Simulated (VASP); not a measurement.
Here is a VASP 6.6.1 calculation.

INCAR

```
PREC = Accurate ; ENCUT = 520
EDIFF = 1E-7 ; ISMEAR = 0
SIGMA = 0.05 ; LREAL = F
LASPH = T ; NELM = 60
ALGO = Normal ; ISIF = 2
LWAVE = F ; LCHARG = T
GGA = PE ; LELF = T
LVHAR = T ; NBANDS = 19
```

KPOINTS

```
Automatic mesh
0
Gamma
  6 6 6
```

POSCAR

```
SrCl2
1.0
    0.4373308105      3.7173118892      3.7173118892
    3.7173118892      0.4373308105      3.7173118892
    3.7173118892      3.7173118892      0.4373308105
Sr Cl
1 2
Direct
    0.0000000000      0.0000000000      0.0000000000
    0.2500000000      0.2500000000      0.2500000000
    0.7500000000      0.7500000000      0.7500000000
```

Potentials or basis: VASP PAW PBE potentials, release 64 (Sr_sv, Cl).

Command:

```bash
$ cat potpaw_PBE.64/Sr_sv/POTCAR potpaw_PBE.64/Cl/POTCAR > POTCAR
$ mpirun -np 1 vasp_std > vasp.out
```

Problem. What does it give for the pressure?

Solution. 2.5 GPa.

Problem. Estimate the band gap on the k mesh.

Solution. 5.43 eV, indirect (least direct gap 5.50 eV).

Stress tensor (GPa, compression positive):
```
 2.47 -0.78 -0.78
-0.78  2.47 -0.78
-0.78 -0.78  2.47
```

 A k mesh can miss the band edges.
